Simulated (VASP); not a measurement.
# CdTe (F-43m) in VASP: a series of runs, part 2 of 2

VASP 6.6.1. The steps go on from the part before.

### 4 Single point, LDA

This run uses another cell than the first one, of 32.70 Å³/atom, 0.874 times its volume.

Contents of INCAR:

```
  PREC = Accurate
  ENCUT = 500
  EDIFF = 1E-6
  ISMEAR = 0
  SIGMA = 0.05
  LREAL = F
  LASPH = T
  NELM = 120
  ALGO = Normal
  ISIF = 2
  LWAVE = F
  LCHARG = F
  GGA = CA
  NBANDS = 16
  GGA_COMPAT = F
```

Contents of KPOINTS:

```
Automatic mesh
0
Gamma
  6 6 6
```

Contents of POSCAR:

```
CdTe
1.0
    0.0000000000      3.1977990000      3.1977990000
    3.1977990000      0.0000000000      3.1977990000
    3.1977990000      3.1977990000      0.0000000000
Cd Te
1 1
Direct
    0.0000000000      0.0000000000      0.0000000000
    0.2500000000      0.2500000000      0.2500000000
```

Potentials or basis: VASP PAW LDA potentials, release 64 (Cd, Te).

Command:

```bash
> cat potpaw_LDA.64/Cd/POTCAR potpaw_LDA.64/Te/POTCAR > POTCAR
> mpirun -np 1 vasp_std > vasp.out
```

OUTCAR:

```text
PREC = Accurate
   ENCUT = 500
   EDIFF = 1E-6
   ISMEAR = 0
   LREAL = F
   LASPH = T
   NELM = 120
   ISIF = 2
   GGA = CA

 ion  position               nearest neighbor table
   1  0.000  0.000  0.000-   2 2.77   2 2.77   2 2.77   2 2.77
   2  0.250  0.250  0.250-   1 2.77   1 2.77   1 2.77   1 2.77

  LATTYP: Found a face centered cubic cell.
 ALAT       =     6.3955980000

  Lattice vectors:

 A1 = (   0.0000000000,   3.1977990000,   3.1977990000)
 A2 = (   3.1977990000,   0.0000000000,   3.1977990000)
 A3 = (   3.1977990000,   3.1977990000,   0.0000000000)

Analysis of symmetry for initial positions (statically):
=====================================================================
 Subroutine PRICEL returns:
 Original cell was already a primitive cell.

 Routine SETGRP: Setting up the symmetry group for a
 face centered cubic supercell.

 Subroutine GETGRP returns: Found 24 space group operations
 (whereof 24 operations were pure point group operations)
 out of a pool of 48 trial point group operations.

The static configuration has the point symmetry T_d .

Analysis of symmetry for dynamics (positions and initial velocities):
=====================================================================
 Subroutine PRICEL returns:
 Original cell was already a primitive cell.

 Routine SETGRP: Setting up the symmetry group for a
 face centered cubic supercell.

 Subroutine GETGRP returns: Found 24 space group operations
 (whereof 24 operations were pure point group operations)
 out of a pool of 48 trial point group operations.

The dynamic configuration has the point symmetry T_d .

 Subroutine INISYM returns: Found 24 space group operations
 (whereof 24 operations are pure point group operations),
 and found     1 'primitive' translations

----------------------------------------------------------------------------------------

                                     Primitive cell

  volume of cell :      65.4009

  direct lattice vectors                    reciprocal lattice vectors
     0.000000000  3.197799000  3.197799000    -0.156357545  0.156357545  0.156357545
     3.197799000  0.000000000  3.197799000     0.156357545 -0.156357545  0.156357545
     3.197799000  3.197799000  0.000000000     0.156357545  0.156357545 -0.156357545

  length of vectors
     4.522370716  4.522370716  4.522370716     0.270819212  0.270819212  0.270819212

  position of ions in fractional coordinates (direct lattice)
     0.000000000  0.000000000  0.000000000
     0.250000000  0.250000000  0.250000000

  ion indices of the primitive-cell ions
   primitive index   ion index
                 1           1
                 2           2

----------------------------------------------------------------------------------------

 KPOINTS: Automatic mesh

Automatic generation of k-mesh.
 Grid dimensions read from file:
 generate k-points for:    6    6    6

 Generating k-lattice:

  Cartesian coordinates                     Fractional coordinates (reciprocal lattice)
    -0.026059591  0.026059591  0.026059591     0.166666667  0.000000000  0.000000000
     0.026059591 -0.026059591  0.026059591     0.000000000  0.166666667  0.000000000
     0.026059591  0.026059591 -0.026059591     0.000000000  0.000000000  0.166666667

  Length of vectors
     0.045136535  0.045136535  0.045136535

  Shift w.r.t. Gamma in fractional coordinates (k-lattice)
     0.000000000  0.000000000  0.000000000

 Subroutine IBZKPT returns following result:
 ===========================================

 Found     16 irreducible k-points:

 Following reciprocal coordinates:
            Coordinates               Weight
  0.000000  0.000000  0.000000      1.000000
  0.166667  0.000000  0.000000      8.000000
  0.333333  0.000000  0.000000      8.000000
  0.500000  0.000000  0.000000      4.000000
  0.166667  0.166667  0.000000      6.000000
  0.333333  0.166667  0.000000     24.000000
[... 8 lines left out ...]
 -0.333333  0.333333  0.166667     24.000000
 -0.333333  0.500000  0.166667     12.000000
   k-points           NKPTS =     16   k-points in BZ     NKDIM =     16   number of bands    NBANDS=     16
   number of dos      NEDOS =    301   number of ions     NIONS =      2
   total plane-waves  NPLWV =  46656
   dimension x,y,z NGX =    36 NGY =   36 NGZ =   36
   dimension x,y,z NGXF=    72 NGYF=   72 NGZF=   72
   ions per type =               1   1
   NGX,Y,Z   is equivalent  to a cutoff of  13.23, 13.23, 13.23 a.u.
   NGXF,Y,Z  is equivalent  to a cutoff of  26.47, 26.47, 26.47 a.u.
 SYSTEM =  unknown system
   PREC   = accura    normal or accurate (medium, high low for compatibility)
   ISTART =      0    job   : 0-new  1-cont  2-samecut
   ICHARG =      2    charge: 1-file 2-atom 10-const
   ISPIN  =      1    spin polarized calculation?
   LNONCOLLINEAR =      F non collinear calculations
   LSORBIT =      F    spin-orbit coupling
   LASPH  =      T    aspherical Exc in radial PAW
   ENCUT  =  500.0 eV  36.75 Ry    6.06 a.u.   8.25  8.25  8.25*2*pi/ulx,y,z
   NELM   =    120;   NELMIN=  2; NELMDL= -5     # of ELM steps
   EDIFF  = 0.1E-05   stopping-criterion for ELM
   LREAL  =      F    real-space projection
   EDIFFG = 0.1E-04   stopping-criterion for IOM
   NSW    =      0    number of steps for IOM
   IBRION =     -1    ionic relax: 0-MD 1-quasi-New 2-CG
   NFREE  =      0    steps in history (QN), initial steepest desc. (CG)
   ISIF   =      2    stress and relaxation
   ISYM   =      2    0-nonsym 1-usesym 2-fastsym
   POTIM  = 0.5000    time-step for ionic-motion
   TEBEG  =    0.0;   TEEND  =   0.0 temperature during run
   PSTRESS=    0.0 pullay stress
   NELECT =      18.0000    total number of electrons
   NUPDOWN=      -1.0000    fix difference up-down
   EMIN   =  10.00;   EMAX   =-10.00  energy-range for DOS
   EFERMI =   0.00;   METHOD = LEGACY
   ISMEAR =     0;   SIGMA  =   0.05  broadening in eV -4-tet -1-fermi 0-gaus
   EFERMI_NEDOS =   21; number of points for ismear=-14 and -15
   IALGO  =     38    algorithm
   IMIX   =      4    mixing-type and parameters
     AMIX     =   0.40;   BMIX     =  1.00
     AMIX_MAG =   1.60;   BMIX_MAG =  1.00
  volume/ion in A,a.u.               =      32.70       220.67
  Fermi-wavevector in a.u.,A,eV,Ry     =   1.064889  2.012349 15.428863  1.133989
  Thomas-Fermi vector in A             =   2.200423
   LORBIT       =      0    0 simple, 1 ext, 2 COOP (PROOUT), +10 PAW based schemes
   GGA     = CA    functional components
   LHFCALC =     F    Hartree Fock is set to
   AEXX    =    0.0000 exact exchange contribution
   IVDW    =     0    specifies the selected vdW correction
   LEPSILON=     F    determine dielectric tensor
   LRPA    =     F    only Hartree local field effects (RPA)
 non-spin polarized calculation
 Gauss-broadening in eV      SIGMA  =   0.05
  energy-cutoff  :      500.00
  volume of cell :       65.40
 maximum number of plane-waves:      1676
 NGX is ok and might be reduce to    36
   NGX = 17   NGY = 17   NGZ = 17

 number of electron      17.9999997 magnetization

 Free energy of the ion-electron system (eV)
  ---------------------------------------------------
  ext. energy  EPLUGINS =         0.00000000
  ---------------------------------------------------
  free energy    TOTEN  =        -6.04306687 eV

  energy without entropy =       -6.04306687  energy(sigma->0) =       -6.04306687

 E-fermi :   2.8002     XC(G=0):  -9.1181

 val. band max:        2.5352162340   @ k =   0.0000   0.0000   0.0000
 cond. band min:       3.2070028182   @ k =   0.0000   0.0000   0.0000
 fundamental gap:      0.6717865842
 Fermi energy:         2.8001679815

 k-point     1 :       0.0000    0.0000    0.0000
  band No.  band energies     occupation
      1      -8.9410      2.00000
      2      -5.9077      2.00000
      3      -5.9077      2.00000
      4      -5.9077      2.00000
      5      -5.6132      2.00000
      6      -5.6132      2.00000
[... 8 lines left out ...]
     15      11.9382      0.00000
     16      11.9382      0.00000
[... 267 lines left out ...]
 k-point    16 :      -0.3333    0.5000    0.1667
  band No.  band energies     occupation
      1      -8.3642      2.00000
      2      -5.7625      2.00000
      3      -5.7574      2.00000
      4      -5.6692      2.00000
      5      -5.6000      2.00000
      6      -5.0101      2.00000
[... 8 lines left out ...]
     15      13.6623      0.00000
     16      13.9041      0.00000

------------------------ aborting loop because EDIFF is reached ----------------------------------------

  FORCE on cell =-STRESS in cart. coord.  units (eV):
  Direction    XX          YY          ZZ          XY          YZ          ZX
  --------------------------------------------------------------------------------------
  -------------------------------------------------------------------------------------
  Total        0.2377803      0.2377803      0.2377803      0.0000000      0.0000000      0.0000000
  in kB        5.8250952      5.8250952      5.8250952      0.0000000      0.0000000      0.0000000
  external PRESSURE =       5.8250952 kB  Pullay stress =       0.0000000 kB

 VOLUME and BASIS-vectors are now :
 -----------------------------------------------------------------------------
  energy-cutoff  :      500.00
  volume of cell :       65.40
      direct lattice vectors                 reciprocal lattice vectors
     0.000000000  3.197799000  3.197799000    -0.156357545  0.156357545  0.156357545
     3.197799000  0.000000000  3.197799000     0.156357545 -0.156357545  0.156357545
     3.197799000  3.197799000  0.000000000     0.156357545  0.156357545 -0.156357545

 POSITION                                       TOTAL-FORCE (eV/Angst)
 -----------------------------------------------------------------------------------
      0.00000      0.00000      0.00000        -0.000000     -0.000000     -0.000000
      1.59890      1.59890      1.59890         0.000000      0.000000      0.000000
 -----------------------------------------------------------------------------------
    total drift:                                0.000000      0.000000      0.000000

  FREE ENERGIE OF THE ION-ELECTRON SYSTEM (eV)
  ---------------------------------------------------
  free  energy   TOTEN  =        -6.0430668743 eV

  energy  without entropy=       -6.0430668743  energy(sigma->0) =       -6.04306687
```

stdout:

```text
POSCAR found type information on POSCAR CdTe
 POSCAR found :  2 types and       2 ions
 scaLAPACK will be used
 LDA part: xc-table for (Slater(with rela. corr.)+CA(PZ))
 , standard interpolation
 POSCAR, INCAR and KPOINTS ok, starting setup
 FFT: planning ... GRIDC
 FFT: planning ... GRID_SOFT
 FFT: planning ... GRID
 WAVECAR not read
 entering main loop
```

It took 6.8 s on 1 thread of Intel Xeon 6975P-C (Granite Rapids), shared host; peak memory 0.18 GiB.

Results:

- Free energy: -6.0431 eV
- Pressure: 0.6 GPa
- Band gap on the k mesh: 0.67 eV, direct

Levels at points of the mesh, in eV from the valence-band top:
```
           k point  band 5  band 6  band 7  band 8  band 9  band 10  band 11  band 12  band 13  band 14
(0.00, 0.00, 0.00)   -8.15   -8.15    0.00    0.00    0.00     0.67     4.47     4.47     4.47     7.27
(0.50, 0.00, 0.00)   -8.14   -7.77   -4.73   -0.85   -0.85     1.69     5.08     5.08     6.88     8.60
(0.50, 0.50, 0.00)   -8.11   -7.62   -4.58   -2.03   -2.03     2.35     2.54     8.86     9.19     9.19
```

Caveat: spin-orbit coupling is left out, which moves the levels of the heavy elements. As with any semilocal functional, this LDA gap is likely too small.

### 5 The runs side by side

```tsv
cell	k mesh	gap on the mesh (eV)	pressure (GPa)
a = 4.730 Å, angles 60.0°, 2 atoms	4 × 4 × 4	0.25	-4.0
a = 4.799 Å, angles 60.0°, 2 atoms	4 × 4 × 4	0.13	-5.0
a = 4.522 Å, angles 60.0°, 2 atoms	6 × 6 × 6	0.67	0.6
```

Alike in all rows: task single point; level LDA; potentials or basis VASP PAW LDA potentials, release 64 (Cd, Te); no spin polarisation; cutoff (eV) 500; smearing gaussian 0.05 eV.

Caveats: spin-orbit coupling is left out, which moves the levels of the heavy elements.

Total energies depend on the potentials used, so only differences within one code and one set of settings carry meaning.
